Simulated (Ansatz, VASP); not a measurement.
## One calculation of Nb3Cl8, two programs

```
Nb Cl
1.0
     6.62226    0.00000    0.00000
    -3.31113    5.73505    0.00000
     0.00000    0.00000   11.92633
Nb Cl
6 16
Direct
  0.52675 0.05351 0.24596
  0.94649 0.47325 0.24596
  0.52675 0.47325 0.24596
  0.47325 0.94649 0.75404
  0.47325 0.52675 0.75404
  0.05351 0.52675 0.75404
  0.66667 0.33333 0.09626
  0.33333 0.66667 0.90374
  0.33333 0.66667 0.35690
  0.66667 0.33333 0.64310
  0.67292 0.83646 0.13408
  0.16354 0.83646 0.13408
  0.16354 0.32708 0.13408
  0.83646 0.16354 0.86592
  0.32708 0.16354 0.86592
  0.83646 0.67292 0.86592
  0.33495 0.16747 0.38172
  0.83253 0.16747 0.38172
  0.83253 0.66505 0.38172
  0.16747 0.83253 0.61828
  0.66505 0.83253 0.61828
  0.16747 0.33495 0.61828
```

Alike in both runs: functional LDA; k mesh 3 × 3 × 2; occupations gaussian, width 0.1 eV; no spin polarisation.

Ansatz relaxed the structure, and its values are those at the end. VASP's run is a single point on that final structure, the one shown.

|  | VASP | Ansatz |
| --- | --- | --- |
| version | VASP 6.6.1 | Ansatz 0.2.0 |
| potentials or method | VASP PAW LDA potentials, release 64 (Nb_sv, Cl), cutoff 520 eV | scalar-relativistic, plane waves, PAW |
| valence electrons in the cell | 190 | 190 |

VASP gave:

| Item | Value |
| --- | --- |
| gap on the k mesh at the Fermi level (eV) | none |
| pressure (GPa) | -0.1 |
| rms of the force components (eV/Å) | 0.007 |

Which values does Ansatz return?

gap on the k mesh at the Fermi level (eV): none; pressure (GPa): 0.0; rms of the force components (eV/Å): 0.005.

LDA's correlation is that of Perdew and Zunger in VASP and of Perdew and Wang (1992) in Ansatz. A gap of «none» marks a metal or a gap that the smearing closes.

The k mesh is coarse, so the values compare programs but aren't converged.
